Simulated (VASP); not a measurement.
A run of VASP 6.6.1 is set up as follows.

The input INCAR:

```
ALGO = Normal ; EDIFF = 1E-7
EDIFFG = -0.01 ; ENCUT = 600
GGA = PE ; IBRION = 2
ISIF = 4 ; ISMEAR = 0
LASPH = T ; LCHARG = F
LREAL = F ; LWAVE = F
NELM = 100 ; NSW = 50
PREC = Accurate ; SIGMA = 0.02
```

KPOINTS

```
k-points
0
Gamma
  12 12 12
```

File POSCAR:

```
AlGa2N3
1.0
   -1.6234156516      1.6234156516      6.8690548568
    1.6234156516     -1.6234156516      6.8690548568
    1.6234156516      1.6234156516     -6.8690548568
Al Ga N
1 2 3
Direct
    0.5000000000      0.5000000000      0.0000000000
    0.8353592025      0.8353592025      0.0000000000
    0.1646407975      0.1646407975      0.0000000000
    0.4215121692      0.9215121692      0.5000000000
    0.0784878308      0.5784878308      0.5000000000
    0.7500000000      0.2500000000      0.5000000000
```

Potentials or basis: VASP PAW PBE potentials, release 64 (Al, Ga_d, N).

Command:

```console
$ cat potpaw_PBE.64/Al/POTCAR potpaw_PBE.64/Ga_d/POTCAR potpaw_PBE.64/N/POTCAR > POTCAR
$ mpirun -np 1 vasp_std > vasp.out
```

Q: Predict the band gap on the k mesh.

A: 1.85 eV.

Forces on the atoms (eV/Å):
```
Al   0.000  0.000  0.000
Ga   0.000  0.000  0.004
Ga   0.000  0.000 -0.004
N    0.000  0.000  0.001
N    0.000  0.000 -0.001
N    0.000  0.000  0.000
```

A k mesh can miss the band edges.
